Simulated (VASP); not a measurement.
# Zr4F (Pm-3m) in VASP: relaxation of cell and atoms with PBE

Aim: the relaxation of cell and atoms of Zr4F with PBE.

Program: VASP 6.6.1. These are calculated values, not measurements. Logs are shortened: lines on timing, memory, paths and dates and some standing lists are left out, and cuts for length are marked.

## (1) The cell of the first run

The structure is cubic, space group Pm-3m (No. 221). Conventional cell: a = 4.198 Å, b = 4.198 Å, c = 4.198 Å, α = 90.00°, β = 90.00°, γ = 90.00°. Zr (site symmetry m-3m) has 6 Zr at 2.10 Å within 2.8 Å. Within 2.8 Å of Zr (site symmetry 4/mmm) lie 2 Zr at 2.10 Å. F (site symmetry m-3m) has 20 Zr at 2.97 to 3.64 Å within 3.9 Å.

The cell was built from a structure type or drawn by symmetry, and may not be a known phase.

## (2) Relaxation of cell and atoms, PBE

The input, INCAR:

```
PREC     = Accurate       # precision mode
ENCUT    = 910            # plane-wave cutoff, eV
EDIFF    = 1E-7           # SCF threshold, eV
ISMEAR   = 0              # smearing method
SIGMA    = 0.1            # smearing width, eV
LREAL    = False          # projectors in reciprocal space
LASPH    = True           # aspherical terms in the spheres
NELM     = 120            # most SCF steps
ALGO     = Normal         # electronic algorithm
ISIF     = 3              # what is computed and relaxed
LWAVE    = False          # write WAVECAR
LCHARG   = False          # write CHGCAR
GGA      = PE             # functional
IBRION   = 2              # ionic algorithm
NSW      = 90             # ionic steps
EDIFFG   = -0.04          # ionic threshold
GGA_COMPAT= False        
NELMIN   = 4
```

The input, KPOINTS:

```
regular mesh
0
Gamma
  4 4 4
```

The input, POSCAR:

```
Zr4F
1.0
    4.1977898600      0.0000000000      0.0000000000
    0.0000000000      4.1977898600      0.0000000000
    0.0000000000      0.0000000000      4.1977898600
Zr F
4 1
Direct
    0.5000000000      0.5000000000      0.5000000000
    0.0000000000      0.5000000000      0.5000000000
    0.5000000000      0.0000000000      0.5000000000
    0.5000000000      0.5000000000      0.0000000000
    0.0000000000      0.0000000000      0.0000000000
```

Potentials or basis: VASP PAW PBE potentials, release 64 (Zr_sv, F_h).

On the command line:

```bash
cat potpaw_PBE.64/Zr_sv/POTCAR potpaw_PBE.64/F_h/POTCAR > POTCAR
mpirun -np 1 vasp_std > vasp.out
```

OUTCAR:

```text
PREC = Accurate
   ENCUT = 910
   EDIFF = 1E-7
   ISMEAR = 0
   LREAL = False
   LASPH = True
   NELM = 120
   ISIF = 3
   GGA = PE
   IBRION = 2
   NSW = 90
   EDIFFG = -0.04
   NELMIN = 4

 ion  position               nearest neighbor table
   1  0.500  0.500  0.500-   2 2.10   3 2.10   4 2.10   4 2.10   3 2.10   2 2.10
   2  0.000  0.500  0.500-   1 2.10   1 2.10   4 2.97   4 2.97   3 2.97   3 2.97   3 2.97   4 2.97
                             4 2.97   3 2.97
   3  0.500  0.000  0.500-   1 2.10   1 2.10   4 2.97   4 2.97   2 2.97   2 2.97   4 2.97   4 2.97
                             2 2.97   2 2.97
   4  0.500  0.500  0.000-   1 2.10   1 2.10   3 2.97   2 2.97   2 2.97   3 2.97   3 2.97   3 2.97
                             2 2.97   2 2.97
   5  0.000  0.000  0.000-

  LATTYP: Found a simple cubic cell.
 ALAT       =     4.1977898600

  Lattice vectors:

 A1 = (   4.1977898600,   0.0000000000,   0.0000000000)
 A2 = (   0.0000000000,   4.1977898600,   0.0000000000)
 A3 = (   0.0000000000,   0.0000000000,   4.1977898600)

Analysis of symmetry for initial positions (statically):
=====================================================================
 Subroutine PRICEL returns:
 Original cell was already a primitive cell.

 Routine SETGRP: Setting up the symmetry group for a
 simple cubic supercell.

 Subroutine GETGRP returns: Found 48 space group operations
 (whereof 48 operations were pure point group operations)
 out of a pool of 48 trial point group operations.

The static configuration has the point symmetry O_h .

Analysis of symmetry for dynamics (positions and initial velocities):
=====================================================================
 Subroutine PRICEL returns:
 Original cell was already a primitive cell.

 Routine SETGRP: Setting up the symmetry group for a
 simple cubic supercell.

 Subroutine GETGRP returns: Found 48 space group operations
 (whereof 48 operations were pure point group operations)
 out of a pool of 48 trial point group operations.

The dynamic configuration has the point symmetry O_h .

 Subroutine INISYM returns: Found 48 space group operations
 (whereof 48 operations are pure point group operations),
 and found     1 'primitive' translations

----------------------------------------------------------------------------------------

                                     Primitive cell

  volume of cell :      73.9711

  direct lattice vectors                    reciprocal lattice vectors
     4.197789860  0.000000000  0.000000000     0.238220595  0.000000000  0.000000000
     0.000000000  4.197789860  0.000000000     0.000000000  0.238220595  0.000000000
     0.000000000  0.000000000  4.197789860     0.000000000  0.000000000  0.238220595

  length of vectors
     4.197789860  4.197789860  4.197789860     0.238220595  0.238220595  0.238220595

  position of ions in fractional coordinates (direct lattice)
     0.500000000  0.500000000  0.500000000
     0.000000000  0.500000000  0.500000000
     0.500000000  0.000000000  0.500000000
     0.500000000  0.500000000  0.000000000
     0.000000000  0.000000000  0.000000000

  ion indices of the primitive-cell ions
   primitive index   ion index
                 1           1
                 2           2
                 3           3
                 4           4
                 5           5

----------------------------------------------------------------------------------------

 KPOINTS: regular mesh

Automatic generation of k-mesh.
 Grid dimensions read from file:
 generate k-points for:    4    4    4

 Generating k-lattice:

  Cartesian coordinates                     Fractional coordinates (reciprocal lattice)
     0.059555149  0.000000000  0.000000000     0.250000000  0.000000000  0.000000000
     0.000000000  0.059555149  0.000000000     0.000000000  0.250000000  0.000000000
     0.000000000  0.000000000  0.059555149     0.000000000  0.000000000  0.250000000

  Length of vectors
     0.059555149  0.059555149  0.059555149

  Shift w.r.t. Gamma in fractional coordinates (k-lattice)
     0.000000000  0.000000000  0.000000000

 Subroutine IBZKPT returns following result:
 ===========================================

 Found     10 irreducible k-points:

 Following reciprocal coordinates:
            Coordinates               Weight
  0.000000  0.000000  0.000000      1.000000
  0.250000  0.000000  0.000000      6.000000
  0.500000  0.000000  0.000000      3.000000
  0.250000  0.250000  0.000000     12.000000
  0.500000  0.250000  0.000000     12.000000
  0.500000  0.500000  0.000000      3.000000
  0.250000  0.250000  0.250000      8.000000
  0.500000  0.250000  0.250000     12.000000
  0.500000  0.500000  0.250000      6.000000
  0.500000  0.500000  0.500000      1.000000
   k-points           NKPTS =     10   k-points in BZ     NKDIM =     10   number of bands    NBANDS=     33
   number of dos      NEDOS =    301   number of ions     NIONS =      5
   total plane-waves  NPLWV =  74088
   dimension x,y,z NGX =    42 NGY =   42 NGZ =   42
   dimension x,y,z NGXF=    84 NGYF=   84 NGZF=   84
   ions per type =               4   1
   NGX,Y,Z   is equivalent  to a cutoff of  16.63, 16.63, 16.63 a.u.
   NGXF,Y,Z  is equivalent  to a cutoff of  33.27, 33.27, 33.27 a.u.
 SYSTEM =  unknown system
   PREC   = accura    normal or accurate (medium, high low for compatibility)
   ISTART =      0    job   : 0-new  1-cont  2-samecut
   ICHARG =      2    charge: 1-file 2-atom 10-const
   ISPIN  =      1    spin polarized calculation?
   LNONCOLLINEAR =      F non collinear calculations
   LSORBIT =      F    spin-orbit coupling
   LASPH  =      T    aspherical Exc in radial PAW
   ENCUT  =  910.0 eV  66.88 Ry    8.18 a.u.  10.33 10.33 10.33*2*pi/ulx,y,z
   NELM   =    120;   NELMIN=  4; NELMDL= -5     # of ELM steps
   EDIFF  = 0.1E-06   stopping-criterion for ELM
   LREAL  =      F    real-space projection
   EDIFFG = -.4E-01   stopping-criterion for IOM
   NSW    =     90    number of steps for IOM
   IBRION =      2    ionic relax: 0-MD 1-quasi-New 2-CG
   NFREE  =      1    steps in history (QN), initial steepest desc. (CG)
   ISIF   =      3    stress and relaxation
   ISYM   =      2    0-nonsym 1-usesym 2-fastsym
   POTIM  = 0.5000    time-step for ionic-motion
   TEBEG  =    0.0;   TEEND  =   0.0 temperature during run
   PSTRESS=    0.0 pullay stress
   NELECT =      55.0000    total number of electrons
   NUPDOWN=      -1.0000    fix difference up-down
   EMIN   =  10.00;   EMAX   =-10.00  energy-range for DOS
   EFERMI =   0.00;   METHOD = LEGACY
   ISMEAR =     0;   SIGMA  =   0.10  broadening in eV -4-tet -1-fermi 0-gaus
   EFERMI_NEDOS =   21; number of points for ismear=-14 and -15
   IALGO  =     38    algorithm
   IMIX   =      4    mixing-type and parameters
     AMIX     =   0.40;   BMIX     =  1.00
     AMIX_MAG =   1.60;   BMIX_MAG =  1.00
  volume/ion in A,a.u.               =      14.79        99.84
  Fermi-wavevector in a.u.,A,eV,Ry     =   1.483116  2.802682 29.927813  2.199632
  Thomas-Fermi vector in A             =   2.596817
   LORBIT       =      0    0 simple, 1 ext, 2 COOP (PROOUT), +10 PAW based schemes
   GGA     = PE    functional components
   LHFCALC =     F    Hartree Fock is set to
   AEXX    =    0.0000 exact exchange contribution
   IVDW    =     0    specifies the selected vdW correction
   LEPSILON=     F    determine dielectric tensor
   LRPA    =     F    only Hartree local field effects (RPA)
 conjugate gradient relaxation of ions
 non-spin polarized calculation
 Gauss-broadening in eV      SIGMA  =   0.10
  energy-cutoff  :      910.00
  volume of cell :       73.97
 maximum number of plane-waves:      4636
 NGX is ok and might be reduce to    42
   NGX = 21   NGY = 21   NGZ = 21

--------------------------------------- Ionic step        1  -------------------------------------------

 number of electron      55.0000004 magnetization

 Free energy of the ion-electron system (eV)
  ---------------------------------------------------
  ext. energy  EPLUGINS =         0.00000000
  ---------------------------------------------------
  free energy    TOTEN  =       -18.22549488 eV

  energy without entropy =      -18.21197277  energy(sigma->0) =      -18.21873383

 E-fermi :  11.8617     XC(G=0): -12.2289

 val. band max:       11.8302784535   @ k =   0.5000   0.2500   0.2500
 cond. band min:      11.9236935443   @ k =   0.5000   0.5000   0.5000
 fundamental gap:      0.0934150909
 Fermi energy:        11.8617489485

 k-point     1 :       0.0000    0.0000    0.0000
  band No.  band energies     occupation
      1     -38.9145      2.00000
      2     -36.5146      2.00000
      3     -36.5146      2.00000
      4     -34.2670      2.00000
      5     -20.1208      2.00000
      6     -20.1208      2.00000
[... 25 lines left out ...]
     32      14.4739      0.00000
[... 829 lines left out ...]
 POSITION                                       TOTAL-FORCE (eV/Angst)
 -----------------------------------------------------------------------------------
      2.53210      2.53210      2.53210         0.000000      0.000000      0.000000
     -0.00000      2.53210      2.53210         0.000000      0.000000      0.000000
      2.53210     -0.00000      2.53210        -0.000000      0.000000      0.000000
      2.53210      2.53210     -0.00000        -0.000000     -0.000000      0.000000
      0.00000      0.00000      0.00000        -0.000000     -0.000000      0.000000
 -----------------------------------------------------------------------------------
    total drift:                                0.000000     -0.000000      0.000000

  FREE ENERGIE OF THE ION-ELECTRON SYSTEM (eV)
  ---------------------------------------------------
  free  energy   TOTEN  =       -29.9551931801 eV

  energy  without entropy=      -29.9028417237  energy(sigma->0) =      -29.92901745

--------------------------------------- Ionic step        5  -------------------------------------------

 number of electron      54.9999990 magnetization

 Free energy of the ion-electron system (eV)
  ---------------------------------------------------
  ext. energy  EPLUGINS =         0.00000000
  ---------------------------------------------------
  free energy    TOTEN  =       -29.96438092 eV

  energy without entropy =      -29.91176751  energy(sigma->0) =      -29.93807422

 E-fermi :   5.6449     XC(G=0):  -9.6311

 val. band max:        5.6393177751   @ k =   0.2500   0.2500   0.2500
 cond. band min:       5.6628871383   @ k =   0.5000   0.2500   0.2500
 fundamental gap:      0.0235693631
 Fermi energy:         5.6449310332

 k-point     1 :       0.0000    0.0000    0.0000
  band No.  band energies     occupation
      1     -43.6961      2.00000
      2     -43.5547      2.00000
      3     -43.5547      2.00000
      4     -41.3355      2.00000
      5     -22.6126      2.00000
      6     -22.6126      2.00000
[... 25 lines left out ...]
     32       7.4571      0.00000
[... 336 lines left out ...]
 VOLUME and BASIS-vectors are now :
 -----------------------------------------------------------------------------
  energy-cutoff  :      910.00
  volume of cell :      127.82
      direct lattice vectors                 reciprocal lattice vectors
     5.037364020 -0.000000000 -0.000000000     0.198516525  0.000000000  0.000000000
    -0.000000000  5.037364020  0.000000000     0.000000000  0.198516525 -0.000000000
    -0.000000000  0.000000000  5.037364020     0.000000000  0.000000000  0.198516525

 POSITION                                       TOTAL-FORCE (eV/Angst)
 -----------------------------------------------------------------------------------
      2.51868      2.51868      2.51868         0.000000      0.000000      0.000000
     -0.00000      2.51868      2.51868         0.000000      0.000000      0.000000
      2.51868     -0.00000      2.51868        -0.000000      0.000000      0.000000
      2.51868      2.51868     -0.00000        -0.000000     -0.000000      0.000000
      0.00000      0.00000      0.00000        -0.000000     -0.000000      0.000000
 -----------------------------------------------------------------------------------
    total drift:                                0.000000     -0.000000      0.000000

  FREE ENERGIE OF THE ION-ELECTRON SYSTEM (eV)
  ---------------------------------------------------
  free  energy   TOTEN  =       -29.9643809235 eV

  energy  without entropy=      -29.9117675137  energy(sigma->0) =      -29.93807422

 reached required accuracy - stopping structural energy minimisation
```

Wall time 5.4 min (1 thread of Intel Xeon Platinum 8488C (Sapphire Rapids), shared host); peak memory 0.29 GiB.

What came out:

* Free energy: -29.9644 eV
* Relaxed volume: 25.56 Å³/atom
* Relaxed cell: a = 5.037 Å, b = 5.037 Å, c = 5.037 Å, α = 90.00°, β = 90.00°, γ = 90.00°
* Space group after relaxing (to 0.1 Å): Pm-3m (No. 221)
* Energy gained by relaxing: 2347.8 meV/atom
* Ionic steps: 5
* Pressure after relaxing: 0.0 GPa
* Band gap on the k mesh: zero (an odd number of electrons rules out a gap without spin polarisation)

Step by step:
```csv
step,energy change (eV),largest force (eV/Å),pressure (GPa),volume (Å³)
1,0.0000,0.0000,109.18,73.97
2,2.2708,0.0000,-28.41,242.90
3,-11.6369,0.0000,-4.47,134.91
4,-11.7297,0.0000,-1.38,129.88
5,-11.7389,0.0000,-0.05,127.82
```

Final structure:
```
Zr F
1.0
     5.03736    0.00000    0.00000
     0.00000    5.03736    0.00000
     0.00000    0.00000    5.03736
Zr F
4 1
Cartesian
  2.5187 2.5187 2.5187
  0.0000 2.5187 2.5187
  2.5187 0.0000 2.5187
  2.5187 2.5187 0.0000
  0.0000 0.0000 0.0000
```

Caveat: the k points lie up to 0.31 Å⁻¹ apart in the final cell, too coarse for converged energies and pressures of a metal; the cutoff is under 1.25 times the usual one of these potentials, so pressure, stress and relaxed cells hold a basis-set (Pulay) error; the volume moved by over 15 % at a fixed basis, so the end points are rough; an odd number of electrons without spin polarisation forces a metal; a magnetic or distorted state may lie lower.
